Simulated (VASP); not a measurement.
# Zn12H2O in VASP: further runs

Zn12H2O is run at these levels: PBE+D3(BJ); tasks: single point.

Program: VASP 6.6.1. These are calculated values, not measurements. Logs are shortened: lines on timing, memory, paths and dates and some standing lists are left out, and cuts for length are marked.

## (1) The cell of the first run

The cell holds a slab with vacuum, 15 atoms: a = 5.320 Å, b = 5.320 Å, c = 17.937 Å, α = 90.00°, β = 90.00°, γ = 60.00°.

## (2) Single point, PBE+D3(BJ)

INCAR

```
ALGO = Normal ; EDIFF = 1E-6
ENCUT = 520 ; GGA = PE
ISIF = 2 ; ISMEAR = 0
IVDW = 12 ; LASPH = T
LCHARG = F ; LREAL = Auto
LUSENCCL = F ; LWAVE = F
NBANDS = 89 ; NELM = 80
PREC = Accurate ; SIGMA = 0.05
```

KPOINTS

```
k-points
0
Gamma
  5 5 1
```

POSCAR

```
Zn12H2O
1.0
    5.3200000000      0.0000000000      0.0000000000
    2.6600000000      4.6072550000      0.0000000000
    0.0000000000      0.0000000000     17.9369600000
Zn O H
12 1 2
Direct
    0.0000000000      0.0000000000      0.0557508073
    0.5000000000      0.0000000000      0.0557508073
   -0.0000000543      0.5000001085      0.0557508073
    0.4999999457      0.5000001085      0.0557508073
   -0.1648516360      0.3324532721      0.1875516252
    0.3345130566      0.3317246386      0.1876874900
   -0.1650580702      0.8313097495      0.1873990353
    0.3352136021      0.8314716681      0.1870733948
    0.0029366129     -0.0034059326      0.3164177207
    0.5027798056     -0.0029058517      0.3184650019
    0.0034942754      0.4978960357      0.3236021600
    0.5028881562      0.4972199281      0.3181576477
    1.0053049623      0.3747261656      0.4915798441
    0.9255382873      0.2706418464      0.4650279089
    0.8389001692      0.5274568045      0.5176993203
```

Potentials or basis: VASP PAW PBE potentials, release 64 (Zn, O, H).

On the command line:

```sh
$ cat potpaw_PBE.64/Zn/POTCAR potpaw_PBE.64/O/POTCAR potpaw_PBE.64/H/POTCAR > POTCAR
$ mpirun -np 1 vasp_std > vasp.out
```

OUTCAR:

```text
EDIFF = 1E-6
   ENCUT = 520
   GGA = PE
   ISIF = 2
   ISMEAR = 0
   IVDW = 12
   LASPH = T
   LREAL = Auto
   NELM = 80
   PREC = Accurate
 IVDW          = 12

 ion  position               nearest neighbor table
   1  0.000  0.000  0.056-   4 2.66   3 2.66   2 2.66   2 2.66   3 2.66   4 2.66   8 2.82   5 2.82
                             7 2.82
   2  0.500  0.000  0.056-   3 2.66   4 2.66   1 2.66   1 2.66   4 2.66   3 2.66   8 2.81   6 2.82
                             7 2.82
   3  1.000  0.500  0.056-   2 2.66   1 2.66   4 2.66   4 2.66   1 2.66   2 2.66   7 2.81   5 2.82
                             6 2.82
   4  0.500  0.500  0.056-   1 2.66   2 2.66   3 2.66   3 2.66   2 2.66   1 2.66   8 2.81   6 2.82
                             5 2.82
   5  0.835  0.332  0.188-   7 2.65   6 2.65   8 2.66   8 2.66   6 2.67   7 2.67   9 2.78  12 2.80
                             3 2.82   1 2.82   4 2.82  11 2.88
   6  0.335  0.332  0.188-   5 2.65   7 2.66   8 2.66   8 2.66   7 2.66   5 2.67  12 2.80  10 2.81
                             2 2.82   4 2.82   3 2.82  11 2.88
   7  0.835  0.831  0.187-   5 2.65   6 2.66   8 2.66   8 2.66   6 2.66   5 2.67   9 2.78  10 2.81
                             3 2.81   1 2.82   2 2.82  11 2.89
   8  0.335  0.831  0.187-   5 2.66   7 2.66   6 2.66   6 2.66   7 2.66   5 2.66   9 2.78   4 2.81
                            12 2.81   2 2.81  10 2.81   1 2.82
   9  0.003  0.997  0.316-  11 2.65  12 2.66  10 2.66  10 2.66  12 2.66  11 2.67   7 2.78   8 2.78
                             5 2.78
  10  0.503  0.997  0.318-  12 2.66   9 2.66   9 2.66  12 2.66  11 2.66  11 2.66   7 2.81   6 2.81
                             8 2.81
  11  0.003  0.498  0.324-   9 2.65  12 2.66  10 2.66  10 2.66  12 2.67   9 2.67   6 2.88   5 2.88
                             7 2.89
  12  0.503  0.497  0.318-  11 2.66   9 2.66  10 2.66  10 2.66   9 2.66  11 2.67   5 2.80   6 2.80
                             8 2.81
  13  0.005  0.375  0.492-  15 0.97  14 0.97
  14  0.926  0.271  0.465-  13 0.97
  15  0.839  0.527  0.518-  13 0.97

  LATTYP: Found a hexagonal cell.
 ALAT       =     5.3199998717
 C/A-ratio  =     3.3716091039

  Lattice vectors:

 A1 = (  -2.6600000000,  -4.6072550000,   0.0000000000)
 A2 = (   5.3200000000,   0.0000000000,   0.0000000000)
 A3 = (   0.0000000000,   0.0000000000,  17.9369600000)

Analysis of symmetry for initial positions (statically):
=====================================================================
 Subroutine PRICEL returns:
 Original cell was already a primitive cell.

 Routine SETGRP: Setting up the symmetry group for a
 hexagonal supercell.

 Subroutine GETGRP returns: Found  1 space group operations
 (whereof  1 operations were pure point group operations)
 out of a pool of 24 trial point group operations.

The static configuration has the point symmetry C_1 .

Analysis of symmetry for dynamics (positions and initial velocities):
=====================================================================
 Subroutine PRICEL returns:
 Original cell was already a primitive cell.

 Routine SETGRP: Setting up the symmetry group for a
 hexagonal supercell.

 Subroutine GETGRP returns: Found  1 space group operations
 (whereof  1 operations were pure point group operations)
 out of a pool of 24 trial point group operations.

The dynamic configuration has the point symmetry C_1 .

 Subroutine INISYM returns: Found  1 space group operations
 (whereof  1 operations are pure point group operations),
 and found     1 'primitive' translations

----------------------------------------------------------------------------------------

                                     Primitive cell

  volume of cell :     439.6456

  direct lattice vectors                    reciprocal lattice vectors
     5.320000000  0.000000000  0.000000000     0.187969925 -0.108524490  0.000000000
     2.660000000  4.607255000  0.000000000     0.000000000  0.217048980  0.000000000
     0.000000000  0.000000000 17.936960000     0.000000000  0.000000000  0.055750807

  length of vectors
     5.320000000  5.319999872 17.936960000     0.217048975  0.217048980  0.055750807

  position of ions in fractional coordinates (direct lattice)
     0.000000000  0.000000000  0.055750807
     0.500000000  0.000000000  0.055750807
     0.999999946  0.500000108  0.055750807
     0.499999946  0.500000108  0.055750807
     0.835148364  0.332453272  0.187551625
     0.334513057  0.331724639  0.187687490
     0.834941930  0.831309750  0.187399035
     0.335213602  0.831471668  0.187073395
     0.002936613  0.996594067  0.316417721
     0.502779806  0.997094148  0.318465002
     0.003494275  0.497896036  0.323602160
     0.502888156  0.497219928  0.318157648
     0.005304962  0.374726166  0.491579844
     0.925538287  0.270641846  0.465027909
     0.838900169  0.527456804  0.517699320

  ion indices of the primitive-cell ions
   primitive index   ion index
                 1           1
                 2           2
                 3           3
                 4           4
                 5           5
                 6           6
                 7           7
                 8           8
                 9           9
                10          10
                11          11
                12          12
                13          13
                14          14
                15          15

----------------------------------------------------------------------------------------

 KPOINTS: k-points

Automatic generation of k-mesh.
 Grid dimensions read from file:
 generate k-points for:    5    5    1

 Generating k-lattice:

  Cartesian coordinates                     Fractional coordinates (reciprocal lattice)
     0.037593985 -0.021704898  0.000000000     0.200000000  0.000000000  0.000000000
     0.000000000  0.043409796  0.000000000     0.000000000  0.200000000  0.000000000
     0.000000000  0.000000000  0.055750807     0.000000000  0.000000000  1.000000000

  Length of vectors
     0.043409795  0.043409796  0.055750807

  Shift w.r.t. Gamma in fractional coordinates (k-lattice)
     0.000000000  0.000000000  0.000000000

 Subroutine IBZKPT returns following result:
 ===========================================

 Found     13 irreducible k-points:

 Following reciprocal coordinates:
            Coordinates               Weight
  0.000000  0.000000  0.000000      1.000000
  0.200000  0.000000  0.000000      2.000000
  0.200000  0.200000  0.000000      2.000000
  0.000000  0.200000  0.000000      2.000000
  0.400000  0.000000  0.000000      2.000000
  0.400000  0.400000  0.000000      2.000000
  0.000000  0.400000  0.000000      2.000000
  0.400000  0.200000  0.000000      2.000000
  0.200000  0.400000  0.000000      2.000000
 -0.200000  0.200000  0.000000      2.000000
 -0.400000  0.200000  0.000000      2.000000
  0.400000 -0.400000  0.000000      2.000000
 -0.200000  0.400000  0.000000      2.000000
   k-points           NKPTS =     13   k-points in BZ     NKDIM =     13   number of bands    NBANDS=     89
   number of dos      NEDOS =    301   number of ions     NIONS =     15
   total plane-waves  NPLWV = 224000
   dimension x,y,z NGX =    40 NGY =   40 NGZ =  140
   dimension x,y,z NGXF=    80 NGYF=   80 NGZF=  280
   ions per type =              12   1   2
   NGX,Y,Z   is equivalent  to a cutoff of  12.50, 12.50, 12.98 a.u.
   NGXF,Y,Z  is equivalent  to a cutoff of  25.00, 25.00, 25.95 a.u.
 SYSTEM =  unknown system
   PREC   = accura    normal or accurate (medium, high low for compatibility)
   ISTART =      0    job   : 0-new  1-cont  2-samecut
   ICHARG =      2    charge: 1-file 2-atom 10-const
   ISPIN  =      1    spin polarized calculation?
   LNONCOLLINEAR =      F non collinear calculations
   LSORBIT =      F    spin-orbit coupling
   LASPH  =      T    aspherical Exc in radial PAW
   ENCUT  =  520.0 eV  38.22 Ry    6.18 a.u.   9.89  9.89 33.35*2*pi/ulx,y,z
   NELM   =     80;   NELMIN=  2; NELMDL= -5     # of ELM steps
   EDIFF  = 0.1E-05   stopping-criterion for ELM
   LREAL  =      T    real-space projection
   EDIFFG = 0.1E-04   stopping-criterion for IOM
   NSW    =      0    number of steps for IOM
   IBRION =     -1    ionic relax: 0-MD 1-quasi-New 2-CG
   NFREE  =      0    steps in history (QN), initial steepest desc. (CG)
   ISIF   =      2    stress and relaxation
   ISYM   =      2    0-nonsym 1-usesym 2-fastsym
   POTIM  = 0.5000    time-step for ionic-motion
   TEBEG  =    0.0;   TEEND  =   0.0 temperature during run
   PSTRESS=    0.0 pullay stress
   NELECT =     152.0000    total number of electrons
   NUPDOWN=      -1.0000    fix difference up-down
   EMIN   =  10.00;   EMAX   =-10.00  energy-range for DOS
   EFERMI =   0.00;   METHOD = LEGACY
   ISMEAR =     0;   SIGMA  =   0.05  broadening in eV -4-tet -1-fermi 0-gaus
   EFERMI_NEDOS =   21; number of points for ismear=-14 and -15
   IALGO  =     38    algorithm
   IMIX   =      4    mixing-type and parameters
     AMIX     =   0.40;   BMIX     =  1.00
     AMIX_MAG =   1.60;   BMIX_MAG =  1.00
  volume/ion in A,a.u.               =      29.31       197.79
  Fermi-wavevector in a.u.,A,eV,Ry     =   1.149005  2.171304 17.962570  1.320212
  Thomas-Fermi vector in A             =   2.285677
   LORBIT       =      0    0 simple, 1 ext, 2 COOP (PROOUT), +10 PAW based schemes
   GGA     = PE    functional components
   LHFCALC =     F    Hartree Fock is set to
   AEXX    =    0.0000 exact exchange contribution
   IVDW    =    12    specifies the selected vdW correction
   LEPSILON=     F    determine dielectric tensor
   LRPA    =     F    only Hartree local field effects (RPA)
 non-spin polarized calculation
 Gauss-broadening in eV      SIGMA  =   0.05
  energy-cutoff  :      520.00
  volume of cell :      439.65
 maximum number of plane-waves:     11859
   NGX = 19   NGY = 19   NGZ = 67

 number of electron     152.0000016 magnetization

 Free energy of the ion-electron system (eV)
  ---------------------------------------------------
  ext. energy  EPLUGINS =         0.00000000
  ---------------------------------------------------
  free energy    TOTEN  =       -26.51286437 eV

  energy without entropy =      -26.49917684  energy(sigma->0) =      -26.50602060

 E-fermi :  -0.7782     XC(G=0):  -6.1324

 val. band max:       -0.7793432227   @ k =   0.4000   0.0000   0.0000
 cond. band min:      -0.7443847321   @ k =   0.4000   0.0000   0.0000
 fundamental gap:      0.0349584907
 Fermi energy:        -0.7782082659

 k-point     1 :       0.0000    0.0000    0.0000
  band No.  band energies     occupation
      1     -22.3354      2.00000
      2     -10.9791      2.00000
      3     -10.0982      2.00000
      4      -9.6800      2.00000
      5      -9.4228      2.00000
      6      -9.2778      2.00000
[... 80 lines left out ...]
     87       1.6620      0.00000
     88       2.1371      0.00000

 k-point     2 :       0.2000    0.0000    0.0000
  band No.  band energies     occupation
      1     -22.3350      2.00000
      2     -10.6918      2.00000
      3     -10.0924      2.00000
      4      -9.4579      2.00000
      5      -9.2919      2.00000
      6      -9.2440      2.00000
[... 990 lines left out ...]
     87       4.0852      0.00000
     88       4.3586      0.00000

 k-point    13 :      -0.2000    0.4000    0.0000
  band No.  band energies     occupation
      1     -22.3341      2.00000
      2     -10.1052      2.00000
      3      -9.3393      2.00000
      4      -9.3098      2.00000
      5      -8.9341      2.00000
      6      -8.9156      2.00000
[... 80 lines left out ...]
     87       4.1174      0.00000
     88       4.4260      0.00000
 [bands above 88 left out]

------------------------ aborting loop because EDIFF is reached ----------------------------------------

 Edisp (eV)   -3.68620

 E8    (eV) :    -1.5940

  FORCE on cell =-STRESS in cart. coord.  units (eV):
  Direction    XX          YY          ZZ          XY          YZ          ZX
  --------------------------------------------------------------------------------------
  -------------------------------------------------------------------------------------
  Total      -6.29166    -6.21664    -0.33917     0.02144     0.22777    -0.01046
  in kB     -22.92838   -22.65496    -1.23601     0.07814     0.83005    -0.03813
  external pressure =      -15.61 kB  Pullay stress =        0.00 kB

 VOLUME and BASIS-vectors are now :
 -----------------------------------------------------------------------------
  energy-cutoff  :      520.00
  volume of cell :      439.65
      direct lattice vectors                 reciprocal lattice vectors
     5.320000000  0.000000000  0.000000000     0.187969925 -0.108524490  0.000000000
     2.660000000  4.607255000  0.000000000     0.000000000  0.217048980  0.000000000
     0.000000000  0.000000000 17.936960000     0.000000000  0.000000000  0.055750807

 POSITION                                       TOTAL-FORCE (eV/Angst)
 -----------------------------------------------------------------------------------
      0.00000      0.00000      1.00000        -0.001334      0.002337      0.027721
      2.66000      0.00000      1.00000         0.005868      0.000610      0.013874
      6.65000      2.30363      1.00000         0.004403     -0.006484     -0.031623
      3.99000      2.30363      1.00000         0.001278     -0.013636      0.014405
      5.32732      1.53170      3.36411        -0.000893     -0.000174     -0.000981
      2.66200      1.52834      3.36654         0.000150      0.000234     -0.000940
      6.65318      3.83006      3.36137        -0.000313      0.000824      0.000428
      3.99505      3.83080      3.35553        -0.001251     -0.000061     -0.003734
      2.66656      4.59156      5.67557        -0.002240     -0.001662      0.005964
      5.32706      4.59387      5.71229        -0.002161      0.001709      0.008561
      1.34299      2.29393      5.80444        -0.002104     -0.001163      0.012439
      3.99797      2.29082      5.70678        -0.003969      0.000954      0.004157
      1.02499      1.72646      8.81745         0.074264     -0.005626     -0.012620
      5.64377      1.24692      8.34119        -0.052785     -0.088258     -0.087760
      5.86598      2.43013      9.28595        -0.018913      0.110396      0.050109
 -----------------------------------------------------------------------------------
    total drift:                               -0.000622     -0.001337     -0.006616

  FREE ENERGIE OF THE ION-ELECTRON SYSTEM (eV)
  ---------------------------------------------------
  free  energy   TOTEN  =       -30.1990600292 eV

  energy  without entropy=      -30.1853724938  energy(sigma->0) =      -30.19221626
```

Run time: 3.4 min. Hardware: 1 × NVIDIA H100 80GB with 1 thread of AMD EPYC 7R13 (Zen 3), shared host; peak memory 1.6 GiB.

Results:

* Free energy: -30.1991 eV
* Largest force: 0.135 eV/Å
* Band gap on the k mesh: zero (bands 76 and 77 overlap by 1.71 eV)
* Dispersion energy per atom: -0.246 eV

Forces in eV/Å, atoms in the order of the input:
```
Zn  -0.001  0.002  0.028
Zn   0.006  0.001  0.014
Zn   0.004 -0.006 -0.032
Zn   0.001 -0.014  0.014
Zn  -0.001  0.000 -0.001
Zn   0.000  0.000 -0.001
Zn   0.000  0.001  0.000
Zn  -0.001  0.000 -0.004
Zn  -0.002 -0.002  0.006
Zn  -0.002  0.002  0.009
Zn  -0.002 -0.001  0.012
Zn  -0.004  0.001  0.004
O    0.074 -0.006 -0.013
H   -0.053 -0.088 -0.088
H   -0.019  0.110  0.050
```

Caveat: there is no dipole correction, which matters where the two faces differ.

## (3) Single point, PBE+D3(BJ)

INCAR

```
SYSTEM = Zn12H2O
PREC = Accurate
ENCUT = 520
EDIFF = 1E-7
ISMEAR = 0
SIGMA = 0.05
LREAL = Auto
LASPH = .True.
NELM = 60
ALGO = Normal
ISIF = 2
LWAVE = .False.
LCHARG = .True.
GGA = PE
IVDW = 12
LELF = .True.
LVHAR = .True.
NBANDS = 89
LUSENCCL = .False.
```

KPOINTS

```
regular mesh
0
Gamma
  5 5 1
  0 0 0
```

POSCAR

```
Zn12H2O
1.0
    5.3200000000      0.0000000000      0.0000000000
    2.6600000000      4.6072550000      0.0000000000
    0.0000000000      0.0000000000     17.9369600000
Zn O H
12 1 2
Direct
    0.0000000000      0.0000000000      0.0557508073
    0.5000000000      0.0000000000      0.0557508073
   -0.0000000543      0.5000001085      0.0557508073
    0.4999999457      0.5000001085      0.0557508073
   -0.1690463872      0.3334299925      0.1864127478
    0.3294197127      0.3321023039      0.1850345321
   -0.1695633604      0.8310113072      0.1855999567
    0.3297905721      0.8323023145      0.1844314198
   -0.0055878081     -0.0036811507      0.3121836142
    0.4924344785      0.0002723965      0.3136220965
   -0.0054919136      0.5003710452      0.3227492842
    0.4911628874      0.4990212176      0.3118682319
    0.8973413319      0.4524861333      0.4603179134
    0.8720279515      0.2914655256      0.4435868174
    0.6990155774      0.6141737325      0.4639703160
```

Potentials or basis: VASP PAW PBE potentials, release 64 (Zn, O, H).

On the command line:

```sh
$ cat potpaw_PBE.64/Zn/POTCAR potpaw_PBE.64/O/POTCAR potpaw_PBE.64/H/POTCAR > POTCAR
$ mpirun -np 1 vasp_std > vasp.out
```

Run time: 4.2 min. Hardware: 1 × NVIDIA H100 80GB with 1 thread of AMD EPYC 7R13 (Zen 3), shared host; peak memory 1.6 GiB.

The run converged. Its results:

```
Free energy                : -30.1875 eV
Largest force              : 0.172 eV/Å
Band gap on the k mesh     : zero (bands 76 and 77 overlap by 1.71 eV)
Dispersion energy per atom : -0.251 eV
```

Forces on the atoms (eV/Å):
```
Zn  -0.030  0.021 -0.036
Zn   0.000 -0.007 -0.055
Zn  -0.027 -0.003 -0.078
Zn   0.005 -0.022 -0.027
Zn  -0.001  0.001 -0.009
Zn  -0.004  0.000  0.006
Zn  -0.004 -0.001 -0.002
Zn  -0.001  0.000 -0.006
Zn  -0.003  0.004  0.006
Zn  -0.003 -0.007  0.020
Zn  -0.006 -0.004  0.014
Zn   0.002 -0.004 -0.001
O    0.143 -0.024  0.092
H   -0.027 -0.065  0.046
H   -0.044  0.112  0.031
```

Levels at points of the mesh, in eV from the Fermi level:
| k point | band 75 | band 76 | band 77 | band 78 | band 79 | band 80 |
| --- | --- | --- | --- | --- | --- | --- |
| (0.00, 0.00, 0.00) | -1.54 | -1.49 | -1.46 | 0.36 | 0.37 | 0.46 |

Caveat: there is no dipole correction, which matters where the two faces differ.

[end of part 1 of 2]

The gap in the log of VASP goes by the Fermi energy; the results here count the filled bands.